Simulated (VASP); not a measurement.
# Te (P6_3/mmc) in VASP: further runs, part 3 of 3

VASP 6.6.1. The steps go on from the part before.

### Step 5. Relaxation of cell and atoms, PBE+D3(BJ), target pressure 20 GPa, at which the enthalpy is minimised

Contents of INCAR:

```
SYSTEM = Te
  PREC = Accurate
  ENCUT = 600
  EDIFF = 1E-6
  ISMEAR = -1
  SIGMA = 0.05
  LREAL = .False.
  LASPH = .True.
  NELM = 80
  ALGO = Normal
  ISIF = 3
  LWAVE = .False.
  LCHARG = .False.
  GGA = PE
  IVDW = 12
  IBRION = 2
  NSW = 80
  EDIFFG = -0.01
  PSTRESS = 200.0
```

Contents of KPOINTS:

```
Automatic mesh
0
Gamma
  6 6 3
  0 0 0
```

Contents of POSCAR:

```
Te
1.0
    3.3300000000      0.0000000000      0.0000000000
   -1.6650000000      2.8838645946      0.0000000000
    0.0000000000      0.0000000000      5.4378900000
Te
2
Direct
    0.3333333333      0.6666666667      0.2500000000
    0.6666666667      0.3333333333      0.7500000000
```

Potentials or basis: VASP PAW PBE potentials, release 64 (Te).

Started as:

```console
cat potpaw_PBE.64/Te/POTCAR > POTCAR
mpirun -np 1 vasp_std > vasp.out
```

OUTCAR:

```text
SYSTEM = Te
   PREC = Accurate
   ENCUT = 600
   EDIFF = 1E-6
   ISMEAR = -1
   LREAL = .False.
   LASPH = .True.
   NELM = 80
   ISIF = 3
   GGA = PE
   IVDW = 12
   IBRION = 2
   NSW = 80
   EDIFFG = -0.01
   PSTRESS = 200.0
 IVDW          = 12

 ion  position               nearest neighbor table
   1  0.333  0.667  0.250-   2 3.33   2 3.33   2 3.33   2 3.33   2 3.33   2 3.33
   2  0.667  0.333  0.750-   1 3.33   1 3.33   1 3.33   1 3.33   1 3.33   1 3.33

  LATTYP: Found a hexagonal cell.
 ALAT       =     3.3300000000
 C/A-ratio  =     1.6330000000

  Lattice vectors:

 A1 = (   3.3300000000,   0.0000000000,   0.0000000000)
 A2 = (  -1.6650000000,   2.8838645946,   0.0000000000)
 A3 = (   0.0000000000,   0.0000000000,   5.4378900000)

Analysis of symmetry for initial positions (statically):
=====================================================================
 Subroutine PRICEL returns:
 Original cell was already a primitive cell.

 Routine SETGRP: Setting up the symmetry group for a
 hexagonal supercell.

 Subroutine GETGRP returns: Found 24 space group operations
 (whereof 12 operations were pure point group operations)
 out of a pool of 24 trial point group operations.

The static configuration has the point symmetry D_3d.
 The point group associated with its full space group is D_6h.

[... 148 lines left out ...]
  ---------------------------------------------------
  free energy    TOTEN  =        -5.41904411 eV

  energy without entropy =       -5.40418554  energy(sigma->0) =       -5.41161482

 E-fermi :   9.0675     XC(G=0): -10.4783

 val. band max:        8.7808559602   @ k =   0.1667   0.0000   0.3333
 cond. band min:       9.0809484102   @ k =   0.3333   0.1667   0.0000
 fundamental gap:      0.3000924500
 Fermi energy:         9.0675181364

 k-point     1 :       0.0000    0.0000    0.0000
  band No.  band energies     occupation
      1      -5.5109      2.00000
      2      -2.2238      2.00000
      3       2.4059      2.00000
      4      10.9777      0.00000
      5      10.9777      0.00000
      6      12.4304      0.00000
      7      12.4304      0.00000
      8      12.5860      0.00000
      9      15.9751      0.00000
     10      17.8003      0.00000
[... 288 lines left out ...]
  energy  without entropy=       -6.0772353601  energy(sigma->0) =       -6.08566761

  enthalpy is  TOTEN    =        -0.5939340118 eV   P V=        5.5001658424

[... ionic steps 4 to 11 ...]

--------------------------------------- Ionic step       12  -------------------------------------------

 number of electron      12.0000000 magnetization

------------------------ aborting loop because EDIFF is reached ----------------------------------------
[... 79 lines left out ...]
--------------------------------------- Ionic step       14  -------------------------------------------

 number of electron      12.0000000 magnetization

 Free energy of the ion-electron system (eV)
  ---------------------------------------------------
  ext. energy  EPLUGINS =         0.00000000
  ---------------------------------------------------
  free energy    TOTEN  =        -4.78185141 eV

  energy without entropy =       -4.76834872  energy(sigma->0) =       -4.77510006

 E-fermi :  11.9168     XC(G=0): -11.2837

 val. band max:       11.5136148138   @ k =   0.3333   0.1667   0.3333
 cond. band min:      11.9243465810   @ k =   0.1667   0.0000   0.3333
 fundamental gap:      0.4107317672
 Fermi energy:        11.9168465214

 k-point     1 :       0.0000    0.0000    0.0000
  band No.  band energies     occupation
      1      -4.4128      2.00000
      2       0.5730      2.00000
      3       3.8225      2.00000
      4      13.6791      0.00000
      5      13.6791      0.00000
      6      15.8162      0.00000
      7      15.8162      0.00000
      8      17.3973      0.00000
      9      18.5382      0.00000
     10      20.2958      0.00000
[... 204 lines left out ...]
  energy  without entropy=       -6.0984046491  energy(sigma->0) =       -6.10515600

  enthalpy is  TOTEN    =        -0.6355543438 eV   P V=        5.4763529979

 reached required accuracy - stopping structural energy minimisation
```

OSZICAR:

```text
N       E                     dE             d eps       ncg     rms          rms(c)
DAV:   1     0.555781139868E+02    0.55578E+02   -0.52676E+03   280   0.112E+03
DAV:   2    -0.239118627844E+01   -0.57969E+02   -0.56300E+02   426   0.146E+02
DAV:   3    -0.538468861656E+01   -0.29935E+01   -0.29684E+01   340   0.392E+01
DAV:   4    -0.542352338031E+01   -0.38835E-01   -0.38826E-01   334   0.487E+00
[... 107 lines left out ...]
       N       E                     dE             d eps       ncg     rms          rms(c)
DAV:   1    -0.478186085522E+01   -0.21136E-03   -0.59544E-04   304   0.157E-01    0.231E-02
DAV:   2    -0.478185474619E+01    0.61090E-05   -0.17646E-05   290   0.310E-02    0.101E-02
DAV:   3    -0.478185142400E+01    0.33222E-05   -0.58330E-06   306   0.147E-02    0.202E-03
DAV:   4    -0.478185140769E+01    0.16311E-07   -0.26007E-07   142   0.373E-03
  14 F= -.63555434E+00 E0= -.62880300E+00  d E =-.311892E-04
```

It used 130 s of CPU time on 1 thread of AMD EPYC 7R13 Processor (Zen 3) (shared host).

What came out:

```yaml
Free_energy: -6.1119 eV
Relaxed_volume: 21.94 Å³/atom
Relaxed_cell: a = 3.201 Å, b = 3.201 Å, c = 4.944 Å, α = 90.00°, β = 90.00°, γ = 120.00°
Space_group_after_relaxing_to_0.05_Å: P6_3/mmc (No. 194)
Energy_change_on_relaxing_the_enthalpy_is_what_falls: +211.9 meV/atom
Ionic_steps: 14
Pressure_after_relaxing: 20.0 GPa
Band_gap_on_the_k_mesh: zero (band 6 reaches 15.82 eV, above the bottom of band 7 at 9.34 eV)
Dispersion_energy_per_atom: -0.665 eV
```

The path:
```csv
step,energy change (eV),largest force (eV/Å),pressure (GPa),volume (Å³)
1,0.0000,0.0000,1.99,52.22
2,3.7739,0.0000,96.26,32.99
3,0.4416,0.0000,19.12,44.06
4,0.4857,0.0000,20.27,43.68
5,0.5141,0.0000,20.99,43.45
6,0.5951,0.0000,25.06,42.97
7,0.5625,0.0000,23.80,43.07
8,0.5036,0.0000,21.92,43.26
9,0.5018,0.0000,21.83,43.27
10,0.3509,0.0000,18.10,44.48
11,0.4252,0.0000,19.98,43.86
12,0.4237,0.0000,19.95,43.87
13,0.4240,0.0000,19.99,43.87
14,0.4238,0.0000,19.97,43.87
```

Final structure:
```cif
data_structure
_symmetry_space_group_name_H-M 'P 1'
_symmetry_Int_Tables_number 1
_cell_length_a 3.2011
_cell_length_b 3.2011
_cell_length_c 4.9436
_cell_angle_alpha 90.000
_cell_angle_beta 90.000
_cell_angle_gamma 120.000
_cell_volume 43.87
loop_
_atom_site_label
_atom_site_type_symbol
_atom_site_fract_x
_atom_site_fract_y
_atom_site_fract_z
_atom_site_occupancy
Te1 Te 0.33333 0.66667 0.25000 1
Te2 Te 0.66667 0.33333 0.75000 1
```

Caveat: the k points lie up to 0.42 Å⁻¹ apart in the final cell; the cell is relaxed towards a set pressure, so the enthalpy falls and the energy may rise; the volume moved by over 15 % at a fixed basis, so the end points are rough; spin-orbit coupling is left out, which moves the levels of the heavy elements; pairwise dispersion overbinds metals, which lowers pressure and volume.

### Step 6. Overview

```tsv
cell	gap on the mesh (eV)	pressure (GPa)
relaxed	none	0.0
relaxed to 5 GPa	none	5.0
relaxed to 10 GPa	none	10.0
relaxed to 20 GPa	none	20.0
```

Alike in all rows: task relaxation of cell and atoms; level PBE+D3(BJ); potentials or basis VASP PAW PBE potentials, release 64 (Te); no spin polarisation; k mesh 6 × 6 × 3; cutoff (eV) 600; smearing fermi-dirac 0.05 eV.

Caveats: all runs use coarse meshes; spin-orbit coupling is left out, which moves the levels of the heavy elements; pairwise dispersion overbinds metals, which lowers pressure and volume; the cell is relaxed towards a set pressure, so the enthalpy falls and the energy may rise (some runs); the volume moved by over 15 % at a fixed basis, so the end points are rough (some runs).

Total energies depend on the potentials used, so only differences within one code and one set of settings carry meaning.
